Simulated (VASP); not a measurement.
Wanted: the native input for a VASP 6.6.1 run.

| Property | Result |
| --- | --- |
| Task | relaxation of cell and atoms |
| Functional | LDA |
| Potentials or basis | VASP PAW LDA potentials, release 64 (Au) |
| Cutoff | 600 eV |
| k mesh | 17 × 17 × 17 |
| Occupations | fermi-dirac, width 0.05 eV |
| Spin | no spin polarisation |
| Dipole correction | no |
| Further INCAR settings | ALGO = Normal; EDIFF = 1e-06; IBRION = 2; EDIFFG = -0.005; NSW = 45; ISIF = 3 |

The structure of Au lies in POSCAR:

```
Au
1.0
    0.0000000000      2.0232464855      2.0232464855
    2.0232464855      0.0000000000      2.0232464855
    2.0232464855      2.0232464855      0.0000000000
Au
1
Direct
    0.0000000000      0.0000000000      0.0000000000
```

These files were run (other wordings do the same):

INCAR

```
SYSTEM = Au
ALGO     = Normal         ! electronic algorithm
EDIFF    = 1E-6           ! SCF threshold, eV
EDIFFG   = -0.005         ! ionic threshold
ENCUT    = 600            ! plane-wave cutoff, eV
GGA      = CA             ! functional
IBRION   = 2              ! ionic algorithm
ISIF     = 3              ! what is computed and relaxed
ISMEAR   = -1             ! smearing method
LASPH    = .True.         ! aspherical terms in the spheres
LCHARG   = .False.        ! write CHGCAR
LREAL    = .False.        ! projectors in reciprocal space
LWAVE    = .False.        ! write WAVECAR
NELM     = 80             ! most SCF steps
NSW      = 45             ! ionic steps
PREC     = Accurate       ! precision mode
SIGMA    = 0.05           ! smearing width, eV
```

KPOINTS

```
k-points
0
Gamma
  17 17 17
  0 0 0
```

Potentials or basis: VASP PAW LDA potentials, release 64 (Au).

Launch:

```bash
$ cat potpaw_LDA.64/Au/POTCAR > POTCAR
$ mpirun -np 1 vasp_std > vasp.out
```

Results of the run:

```
Relaxed volume                        : 16.61 Å³/atom
Relaxed cell                          : a = 2.864 Å, b = 2.864 Å, c = 2.864 Å, α = 60.00°, β = 60.00°, γ = 60.00°
Space group after relaxing (to 0.1 Å) : Fm-3m (No. 225)
Energy gained by relaxing             : 0.1 meV/atom
Ionic steps                           : 3
Pressure after relaxing               : 0.0 GPa
Band gap on the k mesh                : zero (an odd number of electrons rules out a gap without spin polarisation)
```

Caveat: spin-orbit coupling is left out, which moves the levels of the heavy elements.

Wall time 29 s on 1 thread of AMD EPYC 9R45 96-Core Processor (Zen 5), on a shared host, peak memory 0.13 GiB.
